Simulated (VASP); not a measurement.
Here is a VASP 6.6.1 calculation.

File INCAR:

```
SYSTEM = Ir
  PREC = Accurate
  ENCUT = 520
  EDIFF = 1E-6
  ISMEAR = 0
  SIGMA = 0.15
  LREAL = .False.
  LASPH = .True.
  NELM = 100
  ALGO = Fast
  ISIF = 2
  LWAVE = .False.
  LCHARG = .False.
  NBANDS = 10
```

The input KPOINTS:

```
Automatic mesh
0
Gamma
  22 22 22
  0 0 0
```

Contents of POSCAR:

```
Ir
1.0
    0.0000000000      2.0060598506      1.7189926860
    2.0060598506      0.0000000000      1.7189926860
    2.0060598506      2.0060598506      0.0000000000
Ir
1
Direct
    0.0000000000      0.0000000000      0.0000000000
```

Potentials or basis: VASP PAW LDA potentials, release 64 (Ir).

Run with:

```bash
$ cat potpaw_LDA.64/Ir/POTCAR > POTCAR
$ mpirun -np 1 vasp_std > vasp.out
```

(1) Predict the pressure.

Results:

(1) 7.3 GPa.
